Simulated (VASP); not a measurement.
**HC6: single point with PBE**

The system is HC6, a wire with vacuum.

```
C H
1.0
     4.93269    0.00000    0.00000
     0.00000    8.52230    0.00000
     0.00000    0.00000   22.94161
C H
12 2
Cartesian
  0.0000 0.0000 4.0000
  2.4663 0.0000 4.0000
  1.2332 0.0000 4.7120
  3.6995 0.0000 4.7120
  1.2332 0.0000 6.1359
  3.6995 0.0000 6.1359
  0.0000 0.0000 6.8300
  2.4663 0.0000 6.8300
  0.0000 0.0000 8.3191
  2.4663 0.0000 8.3191
  1.2332 0.0000 8.9416
  3.6995 0.0000 8.9416
  0.6427 0.0000 11.5416
  1.8237 0.0000 11.5416
```

```json
{
  "Program": "VASP 6.6.1",
  "Task": "single point",
  "Functional": "PBE",
  "Potentials or basis": "VASP PAW PBE potentials, release 64 (C, H)",
  "Cutoff": "520 eV",
  "k mesh": "6 × 3 × 1",
  "Occupations": "gaussian, width 0.1 eV",
  "Spin": "no spin polarisation"
}
```

```
Largest force          : 4.396 eV/Å
Band gap on the k mesh : 0.06 eV
```

Forces in eV/Å, atoms in the order of the input:
```
C   -0.048  0.000  1.633
C    0.048  0.000  1.633
C    0.000  0.000 -3.234
C    0.000  0.000 -3.148
C    0.000  0.000  1.449
C    0.000  0.000  1.496
C    0.082  0.000  0.075
C   -0.082  0.000  0.075
C   -0.038  0.000 -0.023
C    0.038  0.000 -0.023
C    0.000  0.000 -0.411
C    0.000  0.000  0.597
H    4.395  0.000 -0.059
H   -4.395  0.000 -0.059
```

Levels at points of the mesh, in eV from the valence-band top:
| k point | band 22 | band 23 | band 24 | band 25 | band 26 | band 27 | band 28 | band 29 |
| --- | --- | --- | --- | --- | --- | --- | --- | --- |
| (0.00, 0.00, 0.00) | -1.99 | -0.48 | -0.24 | -0.21 | 0.56 | 0.76 | 1.03 | 2.41 |
| (0.50, 0.00, 0.00) | -1.60 | -1.56 | -0.05 | 0.00 | 0.06 | 0.11 | 3.01 | 3.05 |

Wall time 7.7 min on 1 thread of AMD EPYC 9R45 96-Core Processor (Zen 5) (shared host), peak memory 0.93 GiB.
